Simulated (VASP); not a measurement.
Runs of VASP 6.6.1 on Na. The structure is that of space group R-3m (No. 166), or close to it. The cells are those of the table. 

```csv
task,level,potentials or basis,cell,cutoff (eV),smearing,gap on the mesh (eV),pressure (GPa)
single point,PBE,"VASP PAW PBE potentials, release 64 (Na_pv)","a = 3.697, b = 3.697, c = 9.614 Å, angles 101.3, 101.3, 60.3°, 3 atoms",500,gaussian 0.14 eV,none,0.1
single point,PBEsol,"VASP PAW PBE potentials, release 64 (Na_pv)","a = 3.697, b = 3.697, c = 9.614 Å, angles 101.3, 101.3, 60.3°, 3 atoms",500,gaussian 0.1 eV,none,-0.1
single point,PBE,"VASP PAW PBE potentials, release 64 (Na_pv)","a = 3.440, b = 3.440, c = 8.947 Å, angles 101.3, 101.3, 60.3°, 3 atoms",500,gaussian 0.1 eV,none,(a)
single point,PBE,"VASP PAW PBE potentials, release 64 (Na_pv)","a = 3.697, b = 3.697, c = 9.614 Å, angles 101.3, 101.3, 60.3°, 3 atoms",500,gaussian 0.0026 eV,none,0.1
electric field gradients,PBE,"VASP PAW PBE potentials, release 64 (Na_pv)","a = 3.697, b = 3.697, c = 9.614 Å, angles 101.3, 101.3, 60.3°, 3 atoms",400,methfessel-paxton 0.272114 eV,none,-0.1
single point,PBE,"VASP PAW PBE potentials, release 64 (Na_pv)","a = 3.697, b = 3.697, c = 9.614 Å, angles 101.3, 101.3, 60.3°, 3 atoms",500,gaussian 0.1 eV,none,0.1
single point,PBE,"VASP PAW PBE potentials, release 64 (Na_pv)","a = 3.697, b = 3.697, c = 9.614 Å, angles 101.3, 101.3, 60.3°, 3 atoms",520,gaussian 0.1 eV,none,0.1
single point,LDA,"VASP PAW LDA potentials, release 64 (Na_pv)","a = 3.697, b = 3.697, c = 9.614 Å, angles 101.3, 101.3, 60.3°, 3 atoms",500,gaussian 0.1 eV,none,-0.7
single point,PBE,"VASP PAW PBE potentials, release 64 (Na_pv)","a = 3.697, b = 3.697, c = 9.614 Å, angles 101.3, 101.3, 60.3°, 3 atoms",500,fermi-dirac 0.00861733 eV,none,0.1
single point,PBE,"VASP PAW PBE potentials, release 64 (Na_pv)","a = 3.873, b = 3.873, c = 10.072 Å, angles 101.3, 101.3, 60.3°, 3 atoms",500,methfessel-paxton 0.0680285 eV,none,-0.8
```

Alike in all rows: no spin polarisation; k mesh 4 × 4 × 2.

Task: Estimate the missing entries.

Result: (a) 2.6.

Caveats: all runs use coarse meshes; the PAW data sets were made with another functional, which shifts forces and pressure a little (some runs).

A gap of «none» marks levels without a gap at the run's occupations.
